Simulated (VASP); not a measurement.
Set up this calculation in VASP 6.6.1, as the native input.

* Task: single point
* Functional: PBEsol
* Potentials or basis: VASP PAW PBE potentials, release 64 (Ru_pv)
* Cutoff: 520 eV
* k mesh: 21 × 21 × 12
* Occupations: gaussian, width 0.15 eV
* Spin: no spin polarisation
* Dipole correction: no
* Further INCAR settings: ALGO = Fast; EDIFF = 1e-07; NBANDS = 21

The structure of Ru lies in POSCAR:

```
Ru
1.0
    2.6318418188      0.0000000000      0.0000000000
   -1.3159209094      2.2792418739      0.0000000000
    0.0000000000      0.0000000000      4.2283170662
Ru
2
Direct
    0.3333333333      0.6666666667      0.2500000000
    0.6666666667      0.3333333333      0.7500000000
```

This cell differs from its parent crystal: volume 12.682 Å^3 an atom, c/a of the conventional cell 1.6066.

The input as run:

INCAR

```
PREC = Accurate ; ENCUT = 520
EDIFF = 1E-7 ; ISMEAR = 0
SIGMA = 0.15 ; LREAL = False
LASPH = True ; NELM = 60
ALGO = Fast ; ISIF = 2
LWAVE = False ; LCHARG = True
GGA = PS ; LELF = True
LVHAR = True ; NBANDS = 21
```

KPOINTS

```
regular mesh
0
Gamma
  21 21 12
```

Potentials or basis: VASP PAW PBE potentials, release 64 (Ru_pv).

Run with:

```sh
$ cat potpaw_PBE.64/Ru_pv/POTCAR > POTCAR
$ mpirun -np 1 vasp_std > vasp.out
```

Results of the run:

```yaml
Pressure: 19.1 GPa
Band_gap_on_the_k_mesh: zero (band 14 reaches 15.75 eV, above the bottom of band 15 at 12.33 eV)
```

Caveat: the PAW data sets were made with another functional, which shifts forces and pressure a little.

It took 2.2 min on 1 thread of Intel(R) Xeon(R) Platinum 8259CL CPU @ 2.50GHz (Skylake/Cascade Lake) (shared host), peak memory 0.25 GiB.
